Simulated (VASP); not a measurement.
TePb (NiAs type): single point with PBE

Crystal: TePb (NiAs type).

```xyz
4
Lattice="3.9275 0.0000 0.0000 -1.9637 3.4013 0.0000 0.0000 0.0000 8.0799" Properties=species:S:1:pos:R:3 pbc="T T T"
Pb    0.0000    0.0000    0.0000
Pb    0.0000    0.0000    4.0400
Te    0.0000    2.2675    2.0200
Te    1.9637    1.1338    6.0599
```

```json
{
  "Program": "VASP 6.6.1",
  "Task": "single point",
  "Functional": "PBE",
  "Potentials or basis": "VASP PAW PBE potentials, release 64 (Pb_d, Te)",
  "Cutoff": "520 eV",
  "k mesh": "9 × 9 × 5",
  "Occupations": "fermi-dirac, width 0.05 eV",
  "Spin": "no spin polarisation",
  "Dipole correction": "no",
  "Further INCAR settings": "ALGO = Normal; EDIFF = 1e-06; NBANDS = 28"
}
```

```
Pressure               : 17.0 GPa
Band gap on the k mesh : zero (band 20 reaches 10.52 eV, above the bottom of band 21 at 8.43 eV)
```

Levels at points of the mesh, in eV from the Fermi level:
| k point | band 17 | band 18 | band 19 | band 20 | band 21 | band 22 | band 23 | band 24 |
| --- | --- | --- | --- | --- | --- | --- | --- | --- |
| (0.00, 0.00, 0.00) | -1.20 | -0.53 | -0.53 | 1.67 | 1.74 | 3.04 | 3.04 | 3.23 |

It took 83 s on 1 thread of Intel(R) Xeon(R) Platinum 8488C (Sapphire Rapids), on a shared host, peak memory 0.27 GiB.

Caveat: spin-orbit coupling is left out, which moves the levels of the heavy elements.
